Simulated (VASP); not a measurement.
AlCo:

```
CELL_PARAMETERS angstrom
4.00655 0.00000 0.00000
-2.00328 3.46978 0.00000
-2.00328 1.15659 1.62308
ATOMIC_POSITIONS crystal
Al 0.00000 0.00000 0.00000
Co 0.50000 0.50000 0.50000
```

Base run:

```yaml
Program: VASP 6.6.1
Functional: r2SCAN
Potentials_or_basis: VASP PAW PBE potentials, release 64 (Al, Co)
Cutoff: 520 eV
k_mesh: 9 × 9 × 21
Occupations: gaussian, width 0.1 eV
Spin: no spin polarisation
```

Its results: band gap on the k mesh zero (band 6 reaches 13.00 eV, above the bottom of band 7 at 10.67 eV); pressure -0.7 GPa.

Question: The run is repeated on the same cell with these changes: functional from r2SCAN to PBE; further incar settings from ALGO = Normal; EDIFF = 1e-06; NBANDS = 13; ISYM = 0 to ALGO = Fast; EDIFF = 1e-07; NBANDS = 13; ISYM = 0. What comes out?

Answer: Band gap on the k mesh zero (band 6 reaches 13.12 eV, above the bottom of band 7 at 10.68 eV); pressure 4.9 GPa.

Caveats: the PAW data sets were made with another functional, which shifts forces and pressure a little (some runs).
